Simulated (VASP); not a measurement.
Input of a VASP 6.6.1 run:

File INCAR:

```
ALGO = Normal
EDIFF = 1E-6
ENCUT = 520
GGA = PE
ISIF = 2
ISMEAR = 0
LASPH = True
LCHARG = False
LREAL = False
LWAVE = False
NBANDS = 20
NELM = 60
PREC = Accurate
SIGMA = 0.1
```

Contents of KPOINTS:

```
k-points
0
Gamma
  12 12 8
```

The input POSCAR:

```
Li4SiN
1.0
    4.4690736432      0.0000000000      0.0000000000
   -2.2345368216      3.8703313064      0.0000000000
    0.0000000000      0.0000000000      4.8712477693
Li Si N
4 1 1
Direct
    0.1721947876      0.8278052124      0.0000000000
    0.1721947876      0.3443895752      0.0000000000
    0.6556104248      0.8278052124      0.0000000000
    0.0000000000      0.0000000000      0.5000000000
    0.3333333333      0.6666666667      0.5000000000
    0.6666666667      0.3333333333      0.0000000000
```

Potentials or basis: VASP PAW PBE potentials, release 64 (Li_sv, Si, N).

Command:

```console
$ cat potpaw_PBE.64/Li_sv/POTCAR potpaw_PBE.64/Si/POTCAR potpaw_PBE.64/N/POTCAR > POTCAR
$ mpirun -np 1 vasp_std > vasp.out
```

Task: What does it give for the band gap on the k mesh?

Result: Zero (an odd number of electrons rules out a gap without spin polarisation).

Task: What does it give for the largest force?

Result: 0.008 eV/Å.

Forces on the atoms (eV/Å):
```
Li  -0.007  0.004  0.000
Li   0.000 -0.008  0.000
Li   0.007  0.004  0.000
Li   0.000  0.000  0.000
Si   0.000  0.000  0.000
N    0.000  0.000  0.000
```
